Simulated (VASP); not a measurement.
Here is a VASP 6.6.1 calculation.

INCAR

```
SYSTEM = InO2
PREC = Accurate
ENCUT = 520
EDIFF = 1E-7
ISMEAR = 0
SIGMA = 0.1
LREAL = .FALSE.
LASPH = .TRUE.
NELM = 100
ALGO = Normal
ISIF = 2
LWAVE = .FALSE.
LCHARG = .FALSE.
GGA = PE
NBANDS = 20
```

KPOINTS

```
Automatic mesh
0
G
  18 18 10
  0 0 0
```

File POSCAR:

```
InO2
1.0
    3.3005100424      0.0000000000      0.0000000000
   -1.6502550212      2.8583255422      0.0000000000
    0.0000000000      0.0000000000      4.3979959455
In O
1 2
Direct
    0.0000000000      0.0000000000      0.0000000000
    0.3333333333      0.6666666667      0.7371253021
    0.3333333333      0.6666666667      0.2628746979
```

Potentials or basis: VASP PAW PBE potentials, release 64 (In_d, O).

Launch:

```console
$ cat potpaw_PBE.64/In_d/POTCAR potpaw_PBE.64/O/POTCAR > POTCAR
$ mpirun -np 1 vasp_std > vasp.out
```

Task: Predict the largest force.

Result: 0.056 eV/Å.

Task: Predict the pressure.

Result: 0.3 GPa.

Forces on the atoms (eV/Å):
```
In   0.000  0.000  0.000
O    0.000  0.000 -0.056
O    0.000  0.000  0.056
```

Caveat: an odd number of electrons without spin polarisation forces a metal; a magnetic or distorted state may lie lower.
